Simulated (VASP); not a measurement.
A run of VASP 6.6.1:

Contents of POSCAR:

```
Si
1.0
   -1.5107099016      1.5107099016      2.2983247308
    1.5107099016     -1.5107099016      2.2983247308
    1.5107099016      1.5107099016     -2.2983247308
Si
1
Direct
    0.0000000000      0.0000000000      0.0000000000
```

Contents of INCAR.step1:

```
SYSTEM = Si
PREC     = Accurate       ! precision mode
ENCUT    = 520            ! plane-wave cutoff, eV
ISMEAR   = 0              ! smearing method
SIGMA    = 0.1            ! smearing width, eV
LREAL    = .False.        ! projectors in reciprocal space
LASPH    = .True.         ! aspherical terms in the spheres
NELM     = 100            ! most SCF steps
NBANDS   = 8              ! bands
GGA      = PE             ! functional
ALGO     = Normal         ! electronic algorithm
EDIFF    = 1E-4           ! SCF threshold, eV
LWAVE    = .True.         ! write WAVECAR
LCHARG   = .False.        ! write CHGCAR
```

INCAR.step2

```
SYSTEM = Si
PREC     = Accurate       ! precision mode
ENCUT    = 520            ! plane-wave cutoff, eV
EDIFF    = 1E-6           ! SCF threshold, eV
ISMEAR   = 0              ! smearing method
SIGMA    = 0.1            ! smearing width, eV
LREAL    = .False.        ! projectors in reciprocal space
LASPH    = .True.         ! aspherical terms in the spheres
NELM     = 100            ! most SCF steps
ALGO     = Normal         ! electronic algorithm
ISIF     = 2              ! what is computed and relaxed
LWAVE    = .False.        ! write WAVECAR
LCHARG   = .True.         ! write CHGCAR
METAGGA  = R2SCAN         ! meta-GGA
LMIXTAU  = .True.       
LELF     = .True.         ! ELF
LVHAR    = .True.       
NBANDS   = 8              ! bands
ISTART   = 1
```

Contents of KPOINTS:

```
Automatic mesh
0
Gamma
  8 8 8
  0 0 0
```

Potentials or basis: VASP PAW PBE potentials, release 64 (Si).

Launch:

```bash
$ cat potpaw_PBE.64/Si/POTCAR > POTCAR
$ cp INCAR.step1 INCAR
$ mpirun -np 1 vasp_std > vasp.out
$ cp INCAR.step2 INCAR
$ mpirun -np 1 vasp_std > vasp.out
```

Hardware: 1 thread of AMD EPYC 9R45 96-Core Processor (Zen 5), with other jobs on the host.

Problem. How long does it take, and how much memory?

Solution. Wall time 20 s on 1 thread of AMD EPYC 9R45 96-Core Processor (Zen 5), with other jobs on the host, peak memory 0.11 GiB. Counts: k points 59.
